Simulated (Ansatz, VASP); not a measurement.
## Re: VASP beside Ansatz

```
Re
1.0
     2.79713    0.00000    0.00000
    -1.39857    2.42239    0.00000
     0.00000    0.00000    4.51687
Re
2
Direct
  0.33333 0.66667 0.25000
  0.66667 0.33333 0.75000
```

Alike in both runs: task relaxation of cell and atoms; functional LDA; k mesh 14 × 14 × 8; occupations fermi-dirac, width 0.05 eV; no spin polarisation.

```csv
,VASP,Ansatz
version,VASP 6.6.1,Ansatz 0.2.0
potentials or method,"VASP PAW LDA potentials, release 64 (Re), cutoff 600 eV","all-electron LAPW, scalar-relativistic"
```

```tsv
	VASP	Ansatz	Ansatz less VASP
relaxed volume (Å³/atom)	14.40	14.34	-0.058
relaxed length of the cell vector where the two differ most in proportion (Å)	2.741	2.737	-0.0041
```

LDA's correlation is that of Perdew and Zunger in VASP and of Perdew and Wang (1992) in Ansatz. Ansatz ran all-electron here, and VASP with PAW potentials.

Neither program's run includes spin-orbit coupling.
